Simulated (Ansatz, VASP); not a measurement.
# One calculation of PbS, two programs

Contents of INCAR:

```
PREC = Accurate
ENCUT = 600
EDIFF = 1E-6
ISMEAR = -1
SIGMA = 0.05
LREAL = False
LASPH = True
NELM = 80
ALGO = Normal
ISIF = 3
LWAVE = False
LCHARG = False
GGA = RP
IVDW = 12
IBRION = 2
NSW = 60
EDIFFG = -0.01
```

File KPOINTS:

```
regular mesh
0
Gamma
  8 8 7
```

Contents of POSCAR:

```
PbS
1.0
    4.0896976867      0.0000000000      0.0000000000
   -2.0448488433      3.5417820905      0.0000000000
    0.0000000000      0.0000000000      3.7881670000
Pb S
1 1
Direct
    0.0000000000      0.0000000000      0.0000000000
    0.6666666667      0.3333333333      0.5000000000
```

Contents of input.yaml:

```yaml
crystal:
  lattice:
    - [4.0896976867, 0.0, 0.0]
    - [-2.0448488433, 3.5417820905, 0.0]
    - [0.0, 0.0, 3.788167]
  atoms:
    - { symbol: Pb, position: [0.0, 0.0, 0.0] }
    - { symbol: S, position: [0.6666666667, 0.3333333333, 0.5] }
hamiltonian:
  xc: rpbe
  pseudopotentials: { kind: paw }
  dispersion: d3bj
kpoints:
  mp_grid: { grid: [8, 8, 7] }
scf:
  occupations: { method: fermi_dirac, width: 0.05 }
output:
  forces: true
  stress: true
  eigenvalues: true
relax:
  f_tol: 0.01
  max_steps: 40
  cell: { stress_tol: 0.05 }
```

Alike in both runs: task relaxation of cell and atoms; functional RPBE; dispersion D3(BJ); k mesh 8 × 8 × 7; occupations fermi-dirac, width 0.05 eV; no spin polarisation.

|  | VASP | Ansatz |
| --- | --- | --- |
| version | VASP 6.6.1 | Ansatz 0.2.0 |
| potentials or method | VASP PAW PBE potentials, release 64 (Pb_d, S) | Ansatz PAW |
| plane-wave cutoff (eV) | 600 | 420 |
| valence electrons in the cell | 20 | 20 |

Ansatz gave:

- gap on the k mesh at the Fermi level, each at its own relaxed structure (eV): none
- relaxed volume (Å³/atom): 20.61
- relaxed length of the cell vector where the two differ most in proportion (Å): 3.557

**Question.** Estimate VASP's values.

**Answer.** gap on the k mesh at the Fermi level, each at its own relaxed structure (eV): none; relaxed volume (Å³/atom): 20.59; relaxed length of the cell vector where the two differ most in proportion (Å): 3.554.

VASP's potentials were made for PBE, not for RPBE. A gap of «none» marks a metal or a gap that the smearing closes.

Spin-orbit coupling is off throughout. Noted on VASP's run: the volume moved by over 15 % at a fixed basis, so the end points are rough. Noted on Ansatz's run: the volume moved by over 15 % at a fixed basis, so the end points are rough; the plane-wave basis is chosen anew once the cell has moved, so the energies of steps on either side of that aren't comparable.
